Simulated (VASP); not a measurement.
Crystal: Pb2S2Br.

```xyz
5
Lattice="0.0000 4.2965 0.0000 4.2965 0.0000 0.0000 2.1482 2.1482 -7.1425" Properties=species:S:1:pos:R:3 pbc="T T T"
Pb    2.1482    2.1482   -4.9997
Pb    4.2965    4.2965   -2.1427
S     2.1482    4.2965   -3.5712
S     4.2965    2.1482   -3.5712
Br    2.1482    2.1482    0.0000
```

Base run:

| Item | Value |
| --- | --- |
| Program | VASP 6.6.1 |
| Functional | BLYP |
| Potentials or basis | VASP PAW PBE potentials, release 64 (Pb_d, S, Br) |
| Cutoff | 520 eV |
| k mesh | 5 × 5 × 5 |
| Occupations | methfessel-paxton, width 0.028 eV |
| Spin | no spin polarisation |

Its results: pressure 17.7 GPa; largest force 3.843 eV/Å.

Task: The run is repeated on the same cell with these changes: spin from no spin polarisation to collinear spin; further incar settings from ALGO = Normal; EDIFF = 1e-07; NBANDS = 32 to ALGO = Normal; EDIFF = 1e-07; NBANDS = 36. What comes out?

Result: Pressure 17.8 GPa; net moment 0.55 μB per cell; site moments Pb +0.03; S +0.14; Br +0.04 μB; largest force 3.970 eV/Å.

Caveats: the cell stands under pressure; the PAW data sets were made with another functional, which shifts forces and pressure a little; an odd number of electrons without spin polarisation forces a metal (at least some runs); a magnetic or distorted state may lie lower (at least some runs).
